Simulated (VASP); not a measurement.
Wanted: the native input for a VASP 6.6.1 run.

* Task: single point
* Functional: LDA
* Potentials or basis: VASP PAW LDA potentials, release 64 (C)
* Cutoff: 520 eV
* k mesh: 13 × 13 × 8
* Occupations: fermi-dirac, width 0.05 eV
* Spin: no spin polarisation
* Dipole correction: no
* Further INCAR settings: ALGO = Normal; EDIFF = 1e-06; NBANDS = 11

The structure of C lies in POSCAR:

```
C
1.0
    2.0985692110     -1.2116819937      0.0000000000
    2.0985692110      1.2116819937      0.0000000000
   -1.3604312700      0.0000000000      3.4554887337
C
2
Direct
    0.1666444700      0.1666444700      0.9999069600
    0.8333555300      0.8333555300      0.0000930400
```

One way to write it, as run:

INCAR

```
PREC = Accurate
ENCUT = 520
EDIFF = 1E-6
ISMEAR = -1
SIGMA = 0.05
LREAL = F
LASPH = T
NELM = 100
ALGO = Normal
ISIF = 2
LWAVE = F
LCHARG = F
GGA = CA
NBANDS = 11
```

KPOINTS

```
Automatic mesh
0
Gamma
  13 13 8
```

Potentials or basis: VASP PAW LDA potentials, release 64 (C).

The run is started by

```console
$ cat potpaw_LDA.64/C/POTCAR > POTCAR
$ mpirun -np 1 vasp_std > vasp.out
```

Results of the run:

```
Pressure               : 8.3 GPa
Largest force          : 0.003 eV/Å
Band gap on the k mesh : 0.91 eV, indirect (least direct gap 0.92 eV)
```

Run time: 49 s on 1 thread of Intel(R) Xeon(R) Platinum 8259CL CPU @ 2.50GHz (Skylake/Cascade Lake), on a shared host, peak memory 0.15 GiB.
